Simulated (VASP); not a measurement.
# Ti (Im-3m) in VASP: notebook

Ti is run at these levels: LDA; tasks: single point.

Program: VASP 6.6.1. These are calculated values, not measurements. Logs are shortened: lines on timing, memory, paths and dates and some standing lists are left out, and cuts for length are marked.

**1. The cell of the first run**

It takes space group Im-3m (No. 229, cubic). Conventional cell: a = 3.174 Å, b = 3.174 Å, c = 3.174 Å, α = 90.00°, β = 90.00°, γ = 90.00°. Ti (site symmetry m-3m) has 14 Ti at 2.75 to 3.17 Å within 3.6 Å.

**2. Single point, LDA**

INCAR reads:

```
SYSTEM = Ti
PREC     = Accurate       ! precision mode
ENCUT    = 520            ! plane-wave cutoff, eV
EDIFF    = 1E-6           ! SCF threshold, eV
ISMEAR   = 0              ! smearing method
SIGMA    = 0.1            ! smearing width, eV
LREAL    = .FALSE.        ! projectors in reciprocal space
LASPH    = .TRUE.         ! aspherical terms in the spheres
NELM     = 60             ! most SCF steps
ALGO     = Normal         ! electronic algorithm
ISIF     = 2              ! what is computed and relaxed
LWAVE    = .FALSE.        ! write WAVECAR
LCHARG   = .TRUE.         ! write CHGCAR
LELF     = .TRUE.         ! ELF
LVHAR    = .TRUE.       
NBANDS   = 12             ! bands
```

KPOINTS reads:

```
Automatic mesh
0
G
  8 8 8
  0 0 0
```

POSCAR reads:

```
Ti
1.0
   -1.5870920220      1.5870920220      1.5870920220
    1.5870920220     -1.5870920220      1.5870920220
    1.5870920220      1.5870920220     -1.5870920220
Ti
1
Direct
    0.0000000000      0.0000000000      0.0000000000
```

Potentials or basis: VASP PAW LDA potentials, release 64 (Ti_sv).

Run with:

```
> cat potpaw_LDA.64/Ti_sv/POTCAR > POTCAR
> mpirun -np 1 vasp_std > vasp.out
```

OUTCAR:

```text
SYSTEM = Ti
   PREC = Accurate
   ENCUT = 520
   EDIFF = 1E-6
   ISMEAR = 0
   LREAL = .FALSE.
   LASPH = .TRUE.
   NELM = 60
   ISIF = 2

 ion  position               nearest neighbor table
   1  0.000  0.000  0.000-

  LATTYP: Found a body centered cubic cell.
 ALAT       =     3.1741840440

  Lattice vectors:

 A1 = (  -1.5870920220,   1.5870920220,   1.5870920220)
 A2 = (   1.5870920220,  -1.5870920220,   1.5870920220)
 A3 = (   1.5870920220,   1.5870920220,  -1.5870920220)

Analysis of symmetry for initial positions (statically):
=====================================================================
 Subroutine PRICEL returns:
 Original cell was already a primitive cell.

 Routine SETGRP: Setting up the symmetry group for a
 body centered cubic supercell.

 Subroutine GETGRP returns: Found 48 space group operations
 (whereof 48 operations were pure point group operations)
 out of a pool of 48 trial point group operations.

The static configuration has the point symmetry O_h .

Analysis of symmetry for dynamics (positions and initial velocities):
=====================================================================
 Subroutine PRICEL returns:
 Original cell was already a primitive cell.

 Routine SETGRP: Setting up the symmetry group for a
 body centered cubic supercell.

 Subroutine GETGRP returns: Found 48 space group operations
 (whereof 48 operations were pure point group operations)
 out of a pool of 48 trial point group operations.

The dynamic configuration has the point symmetry O_h .

 Subroutine INISYM returns: Found 48 space group operations
 (whereof 48 operations are pure point group operations),
 and found     1 'primitive' translations

----------------------------------------------------------------------------------------

                                     Primitive cell

  volume of cell :      15.9907

  direct lattice vectors                    reciprocal lattice vectors
    -1.587092022  1.587092022  1.587092022     0.000000000  0.315041594  0.315041594
     1.587092022 -1.587092022  1.587092022     0.315041594  0.000000000  0.315041594
     1.587092022  1.587092022 -1.587092022     0.315041594  0.315041594  0.000000000

  length of vectors
     2.748924018  2.748924018  2.748924018     0.445536095  0.445536095  0.445536095

  position of ions in fractional coordinates (direct lattice)
     0.000000000  0.000000000  0.000000000

  ion indices of the primitive-cell ions
   primitive index   ion index
                 1           1

----------------------------------------------------------------------------------------

 KPOINTS: Automatic mesh

Automatic generation of k-mesh.
 Grid dimensions read from file:
 generate k-points for:    8    8    8

 Generating k-lattice:

  Cartesian coordinates                     Fractional coordinates (reciprocal lattice)
     0.000000000  0.039380199  0.039380199     0.125000000  0.000000000  0.000000000
     0.039380199  0.000000000  0.039380199     0.000000000  0.125000000  0.000000000
     0.039380199  0.039380199  0.000000000     0.000000000  0.000000000  0.125000000

  Length of vectors
     0.055692012  0.055692012  0.055692012

  Shift w.r.t. Gamma in fractional coordinates (k-lattice)
     0.000000000  0.000000000  0.000000000

 Subroutine IBZKPT returns following result:
 ===========================================

 Found     29 irreducible k-points:

 Following reciprocal coordinates:
            Coordinates               Weight
  0.000000  0.000000  0.000000      1.000000
  0.125000  0.000000  0.000000     12.000000
  0.250000  0.000000  0.000000     12.000000
  0.375000  0.000000  0.000000     12.000000
  0.500000  0.000000  0.000000      6.000000
  0.125000  0.125000  0.000000     24.000000
[... 16 lines left out ...]
 -0.250000  0.250000  0.250000      6.000000
 -0.375000  0.375000  0.250000     24.000000
 [... further k-points ...]
   k-points           NKPTS =     29   k-points in BZ     NKDIM =     29   number of bands    NBANDS=     12
   number of dos      NEDOS =    301   number of ions     NIONS =      1
   total plane-waves  NPLWV =   8000
   dimension x,y,z NGX =    20 NGY =   20 NGZ =   20
   dimension x,y,z NGXF=    40 NGYF=   40 NGZF=   40
   ions per type =               1
   NGX,Y,Z   is equivalent  to a cutoff of  12.10, 12.10, 12.10 a.u.
   NGXF,Y,Z  is equivalent  to a cutoff of  24.19, 24.19, 24.19 a.u.
 SYSTEM =  Ti
   PREC   = accura    normal or accurate (medium, high low for compatibility)
   ISTART =      0    job   : 0-new  1-cont  2-samecut
   ICHARG =      2    charge: 1-file 2-atom 10-const
   ISPIN  =      1    spin polarized calculation?
   LNONCOLLINEAR =      F non collinear calculations
   LSORBIT =      F    spin-orbit coupling
   LASPH  =      T    aspherical Exc in radial PAW
   ENCUT  =  520.0 eV  38.22 Ry    6.18 a.u.   5.11  5.11  5.11*2*pi/ulx,y,z
   NELM   =     60;   NELMIN=  2; NELMDL= -5     # of ELM steps
   EDIFF  = 0.1E-05   stopping-criterion for ELM
   LREAL  =      F    real-space projection
   EDIFFG = 0.1E-04   stopping-criterion for IOM
   NSW    =      0    number of steps for IOM
   IBRION =     -1    ionic relax: 0-MD 1-quasi-New 2-CG
   NFREE  =      0    steps in history (QN), initial steepest desc. (CG)
   ISIF   =      2    stress and relaxation
   ISYM   =      2    0-nonsym 1-usesym 2-fastsym
   POTIM  = 0.5000    time-step for ionic-motion
   TEBEG  =    0.0;   TEEND  =   0.0 temperature during run
   PSTRESS=    0.0 pullay stress
   NELECT =      12.0000    total number of electrons
   NUPDOWN=      -1.0000    fix difference up-down
   EMIN   =  10.00;   EMAX   =-10.00  energy-range for DOS
   EFERMI =   0.00;   METHOD = LEGACY
   ISMEAR =     0;   SIGMA  =   0.10  broadening in eV -4-tet -1-fermi 0-gaus
   EFERMI_NEDOS =   21; number of points for ismear=-14 and -15
   IALGO  =     38    algorithm
   IMIX   =      4    mixing-type and parameters
     AMIX     =   0.40;   BMIX     =  1.00
     AMIX_MAG =   1.60;   BMIX_MAG =  1.00
  volume/ion in A,a.u.               =      15.99       107.91
  Fermi-wavevector in a.u.,A,eV,Ry     =   1.487692  2.811331 30.112804  2.213229
  Thomas-Fermi vector in A             =   2.600821
   LORBIT       =      0    0 simple, 1 ext, 2 COOP (PROOUT), +10 PAW based schemes
   GGA     = CA    functional components
   LHFCALC =     F    Hartree Fock is set to
   AEXX    =    0.0000 exact exchange contribution
   IVDW    =     0    specifies the selected vdW correction
   LEPSILON=     F    determine dielectric tensor
   LRPA    =     F    only Hartree local field effects (RPA)
 non-spin polarized calculation
 Gauss-broadening in eV      SIGMA  =   0.10
  energy-cutoff  :      520.00
  volume of cell :       15.99
 maximum number of plane-waves:       456
   NGX = 11   NGY = 11   NGZ = 11

 number of electron      12.0000000 magnetization

 Free energy of the ion-electron system (eV)
  ---------------------------------------------------
  ext. energy  EPLUGINS =         0.00000000
  ---------------------------------------------------
  free energy    TOTEN  =        -8.46738616 eV

  energy without entropy =       -8.45750253  energy(sigma->0) =       -8.46244434

 E-fermi :   8.7144     XC(G=0): -12.1817

 val. band max:        8.7056983947   @ k =   0.2500   0.2500   0.0000
 cond. band min:       8.7616911732   @ k =  -0.3750   0.3750   0.1250
 fundamental gap:      0.0559927785
 Fermi energy:         8.7144204472

 k-point     1 :       0.0000    0.0000    0.0000
  band No.  band energies     occupation
      1     -46.9655      2.00000
      2     -23.0754      2.00000
      3     -23.0754      2.00000
      4     -23.0754      2.00000
      5       2.6971      2.00000
      6       9.7406      0.00000
      7       9.7406      0.00000
      8       9.7406      0.00000
      9      11.7045      0.00000
     10      11.7045      0.00000
     11      26.8163      0.00000
     12      26.8163      0.00000

 k-point     2 :       0.1250    0.0000    0.0000
  band No.  band energies     occupation
      1     -46.9376      2.00000
      2     -23.2136      2.00000
      3     -23.1171      2.00000
      4     -23.0765      2.00000
      5       3.2628      2.00000
      6       9.4813      0.00000
      7       9.6378      0.00000
      8      10.1704      0.00000
      9      11.4498      0.00000
     10      11.7237      0.00000
     11      26.1222      0.00000
     12      26.6918      0.00000

 k-point     3 :       0.2500    0.0000    0.0000
  band No.  band energies     occupation
      1     -46.8697      2.00000
      2     -23.5385      2.00000
      3     -23.2167      2.00000
      4     -23.0792      2.00000
      5       4.6861      2.00000
      6       8.9093      0.00586
      7       9.1918      0.00000
      8      11.3266      0.00000
      9      11.3826      0.00000
     10      11.8191      0.00000
     11      23.5498      0.00000
     12      25.2752      0.00000

 k-point     4 :       0.3750    0.0000    0.0000
  band No.  band energies     occupation
      1     -46.8008      2.00000
      2     -23.8520      2.00000
      3     -23.3147      2.00000
      4     -23.0821      2.00000
      5       5.8772      2.00000
      6       8.3981      1.99999
      7       9.4069      0.00000
      8      11.6393      0.00000
      9      11.9933      0.00000
     10      12.7385      0.00000
     11      20.1970      0.00000
     12      23.5025      0.00000

 k-point     5 :       0.5000    0.0000    0.0000
  band No.  band energies     occupation
      1     -46.7721      2.00000
      2     -23.9788      2.00000
      3     -23.3548      2.00000
      4     -23.0833      2.00000
      5       6.0699      2.00000
      6       8.2008      2.00000
      7      10.2531      0.00000
      8      11.7066      0.00000
      9      12.0933      0.00000
     10      13.4486      0.00000
     11      18.4620      0.00000
     12      22.7814      0.00000
[... 228 lines left out ...]
      1     -46.7223      2.00000
      2     -23.7203      2.00000
      3     -23.7203      2.00000
      4     -23.2438      2.00000
      5       7.7867      2.00000
      6       7.7867      2.00000
      7       8.4205      1.99997
      8      12.0238      0.00000
      9      12.0238      0.00000
     10      17.6074      0.00000
     11      17.6074      0.00000
     12      18.8246      0.00000

 k-point    22 :       0.2500    0.2500    0.2500
  band No.  band energies     occupation
      1     -46.7566      2.00000
      2     -23.5247      2.00000
      3     -23.5247      2.00000
      4     -23.5247      2.00000
      5       8.1005      2.00000
      6       8.1005      2.00000
      7       8.1005      2.00000
      8      12.1612      0.00000
      9      12.1612      0.00000
     10      18.6576      0.00000
     11      18.6576      0.00000
     12      18.6576      0.00000

 k-point    23 :      -0.2500    0.2500    0.2500
  band No.  band energies     occupation
      1     -46.7885      2.00000
      2     -23.5577      2.00000
      3     -23.3721      2.00000
      4     -23.3721      2.00000
      5       6.1606      2.00000
      6       8.6703      1.46779
      7      10.1030      0.00000
      8      10.1030      0.00000
      9      11.2693      0.00000
     10      12.7028      0.00000
     11      24.7648      0.00000
     12      24.8737      0.00000

 k-point    24 :      -0.3750    0.3750    0.2500
  band No.  band energies     occupation
      1     -46.7304      2.00000
      2     -23.7409      2.00000
      3     -23.4796      2.00000
      4     -23.4004      2.00000
      5       6.9361      2.00000
      6       7.7619      2.00000
      7      10.1169      0.00000
      8      10.6716      0.00000
      9      12.4583      0.00000
     10      13.7249      0.00000
     11      20.9138      0.00000
     12      22.8048      0.00000

 [... further k-points ...]

------------------------ aborting loop because EDIFF is reached ----------------------------------------

  FORCE on cell =-STRESS in cart. coord.  units (eV):
  Direction    XX          YY          ZZ          XY          YZ          ZX
  --------------------------------------------------------------------------------------
  -------------------------------------------------------------------------------------
  Total       -0.0860645     -0.0860645     -0.0860645      0.0000000      0.0000000      0.0000000
  in kB       -8.6231990     -8.6231990     -8.6231990      0.0000000      0.0000000      0.0000000
  external PRESSURE =      -8.6231990 kB  Pullay stress =       0.0000000 kB

 VOLUME and BASIS-vectors are now :
 -----------------------------------------------------------------------------
  energy-cutoff  :      520.00
  volume of cell :       15.99
      direct lattice vectors                 reciprocal lattice vectors
    -1.587092022  1.587092022  1.587092022     0.000000000  0.315041594  0.315041594
     1.587092022 -1.587092022  1.587092022     0.315041594  0.000000000  0.315041594
     1.587092022  1.587092022 -1.587092022     0.315041594  0.315041594  0.000000000

 POSITION                                       TOTAL-FORCE (eV/Angst)
 -----------------------------------------------------------------------------------
      0.00000      0.00000      0.00000        -0.000000     -0.000000      0.000000
 -----------------------------------------------------------------------------------
    total drift:                                0.000000     -0.000000      0.000000

  FREE ENERGIE OF THE ION-ELECTRON SYSTEM (eV)
  ---------------------------------------------------
  free  energy   TOTEN  =        -8.4673861572 eV

  energy  without entropy=       -8.4575025263  energy(sigma->0) =       -8.46244434
```

It took 4.2 s on 1 thread of Intel Xeon 6975P-C, shared host; peak memory 0.12 GiB.

What came out:

```
Free energy            : -8.4674 eV
Pressure               : -0.9 GPa
Band gap on the k mesh : zero (band 6 reaches 9.74 eV, above the bottom of band 7 at 8.10 eV)
```

Levels at points of the mesh, in eV from the Fermi level:
```
           k point  band 3  band 4  band 5  band 6  band 7  band 8  band 9  band 10
(0.00, 0.00, 0.00)  -31.79  -31.79   -6.02    1.03    1.03    1.03    2.99     2.99
(0.50, 0.00, 0.00)  -32.07  -31.80   -2.64   -0.51    1.54    2.99    3.38     4.73
(0.50, 0.50, 0.50)  -32.40  -32.40   -2.39   -2.39    4.33    4.33    4.33     9.11
```

**3. Single point, LDA**

INCAR reads:

```
SYSTEM = Ti
ALGO = Normal
EDIFF = 1E-7
ENCUT = 520
GGA = CA
ISIF = 2
ISMEAR = 0
LASPH = .TRUE.
LCHARG = .FALSE.
LREAL = .FALSE.
LWAVE = .FALSE.
NBANDS = 12
NELM = 80
PREC = Accurate
SIGMA = 0.1
```

KPOINTS reads:

```
k-points
0
G
  8 8 8
  0 0 0
```

POSCAR reads:

```
Ti
1.0
   -1.5867664811      1.5867664811      1.5867664811
    1.5867664811     -1.5867664811      1.5867664811
    1.5867664811      1.5867664811     -1.5867664811
Ti
1
Direct
    0.0000000000      0.0000000000      0.0000000000
```

Potentials or basis: VASP PAW LDA potentials, release 64 (Ti_sv).

Run with:

```
> cat potpaw_LDA.64/Ti_sv/POTCAR > POTCAR
> mpirun -np 1 vasp_std > vasp.out
```

OUTCAR:

```text
SYSTEM = Ti
   EDIFF = 1E-7
   ENCUT = 520
   GGA = CA
   ISIF = 2
   ISMEAR = 0
   LASPH = .TRUE.
   LREAL = .FALSE.
   NELM = 80
   PREC = Accurate

 ion  position               nearest neighbor table
   1  0.000  0.000  0.000-

  LATTYP: Found a body centered cubic cell.
 ALAT       =     3.1735329622

  Lattice vectors:

 A1 = (  -1.5867664811,   1.5867664811,   1.5867664811)
 A2 = (   1.5867664811,  -1.5867664811,   1.5867664811)
[... 537 lines left out ...]
     10      13.7360      0.00000
     11      20.9283      0.00000
     12      22.8198      0.00000

 [... further k-points ...]

------------------------ aborting loop because EDIFF is reached ----------------------------------------

  FORCE on cell =-STRESS in cart. coord.  units (eV):
  Direction    XX          YY          ZZ          XY          YZ          ZX
  --------------------------------------------------------------------------------------
  -------------------------------------------------------------------------------------
  Total       -0.0799814     -0.0799814     -0.0799814      0.0000000     -0.0000000      0.0000000
  in kB       -8.0186376     -8.0186376     -8.0186376      0.0000000     -0.0000000      0.0000000
  external PRESSURE =      -8.0186376 kB  Pullay stress =       0.0000000 kB

 VOLUME and BASIS-vectors are now :
 -----------------------------------------------------------------------------
  energy-cutoff  :      520.00
  volume of cell :       15.98
      direct lattice vectors                 reciprocal lattice vectors
    -1.586766481  1.586766481  1.586766481     0.000000000  0.315106228  0.315106228
     1.586766481 -1.586766481  1.586766481     0.315106228  0.000000000  0.315106228
     1.586766481  1.586766481 -1.586766481     0.315106228  0.315106228  0.000000000

 POSITION                                       TOTAL-FORCE (eV/Angst)
 -----------------------------------------------------------------------------------
      0.00000      0.00000      0.00000         0.000000     -0.000000      0.000000
 -----------------------------------------------------------------------------------
    total drift:                                0.000000     -0.000000      0.000000

  FREE ENERGIE OF THE ION-ELECTRON SYSTEM (eV)
  ---------------------------------------------------
  free  energy   TOTEN  =        -8.4674382366 eV

  energy  without entropy=       -8.4575642130  energy(sigma->0) =       -8.46250122
```

OSZICAR:

```text
N       E                     dE             d eps       ncg     rms          rms(c)
DAV:   1     0.867710162179E+02    0.86771E+02   -0.66660E+03   696   0.121E+03
DAV:   2    -0.508010458748E+01   -0.91851E+02   -0.89179E+02   700   0.304E+02
DAV:   3    -0.925820325342E+01   -0.41781E+01   -0.41421E+01   960   0.667E+01
DAV:   4    -0.936652725562E+01   -0.10832E+00   -0.10799E+00   772   0.911E+00
DAV:   5    -0.937014300478E+01   -0.36157E-02   -0.36157E-02   812   0.149E+00    0.877E+00
DAV:   6    -0.846725058344E+01    0.90289E+00   -0.20618E+00   752   0.203E+01    0.237E+00
DAV:   7    -0.845764442631E+01    0.96062E-02   -0.80029E-02   828   0.307E+00    0.131E+00
DAV:   8    -0.846700087566E+01   -0.93564E-02   -0.40176E-02   744   0.237E+00    0.114E-01
DAV:   9    -0.846740224411E+01   -0.40137E-03   -0.23607E-03   840   0.467E-01    0.752E-02
DAV:  10    -0.846744577276E+01   -0.43529E-04   -0.35307E-04   752   0.204E-01    0.206E-02
DAV:  11    -0.846743915240E+01    0.66204E-05   -0.43337E-05   756   0.978E-02    0.112E-02
DAV:  12    -0.846743820997E+01    0.94243E-06   -0.27354E-06   808   0.169E-02    0.896E-04
DAV:  13    -0.846743823660E+01   -0.26632E-07   -0.21598E-07   704   0.499E-03
   1 F= -.84674382E+01 E0= -.84625012E+01  d E =-.987402E-02
```

stdout:

```text
POSCAR found type information on POSCAR Ti
 POSCAR found :  1 types and       1 ions
 scaLAPACK will be used
 LDA part: xc-table for (Slater(with rela. corr.)+CA(PZ))
 , standard interpolation
 POSCAR, INCAR and KPOINTS ok, starting setup
 FFT: planning ... GRIDC
 FFT: planning ... GRID_SOFT
 FFT: planning ... GRID
 WAVECAR not read
 entering main loop
```

Run time: 3.9 s. Hardware: 1 thread of Intel Xeon 6975P-C, shared host; peak memory 0.12 GiB.

What came out:

```yaml
Free_energy: -8.4674 eV
Pressure: -0.8 GPa
Band_gap_on_the_k_mesh: zero (band 6 reaches 9.75 eV, above the bottom of band 7 at 8.11 eV)
```

Levels at points of the mesh, in eV from the Fermi level:
| k point | band 4 | band 5 | band 6 | band 7 | band 8 | band 9 |
| --- | --- | --- | --- | --- | --- | --- |
| (0.00, 0.00, 0.00) | -31.79 | -6.02 | 1.03 | 1.03 | 1.03 | 2.99 |
| (0.50, 0.00, 0.00) | -31.80 | -2.65 | -0.51 | 1.54 | 2.99 | 3.38 |
| (0.50, 0.50, 0.50) | -32.40 | -2.39 | -2.39 | 4.34 | 4.34 | 4.34 |
